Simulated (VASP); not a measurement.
# Sb: single point with PBEsol

The system is Sb.

```
CELL_PARAMETERS angstrom
-1.87134 1.87134 1.87134
1.87134 -1.87134 1.87134
1.87134 1.87134 -1.87134
ATOMIC_POSITIONS crystal
Sb 0.00000 0.00000 0.00000
```

```json
{
  "Program": "VASP 6.6.1",
  "Task": "single point",
  "Functional": "PBEsol",
  "Potentials or basis": "VASP PAW PBE potentials, release 64 (Sb)",
  "Cutoff": "520 eV",
  "k mesh": "15 × 15 × 15",
  "Occupations": "gaussian, width 0.02 eV",
  "Spin": "no spin polarisation"
}
```

```
Pressure : -1.1 GPa
```

Levels at points of the mesh, in eV from the Fermi level:
```tsv
k point	band 1	band 2	band 3	band 4	band 5	band 6	band 7
(0.00, 0.00, 0.00)	-13.10	5.67	5.67	5.67	10.67	10.67	10.67
```

It took 8.5 s on 1 thread of Intel Xeon 6975P-C, on a shared host, peak memory 0.15 GiB.

Caveat: the PAW data sets were made with another functional, which shifts forces and pressure a little; spin-orbit coupling is left out, which moves the levels of the heavy elements.
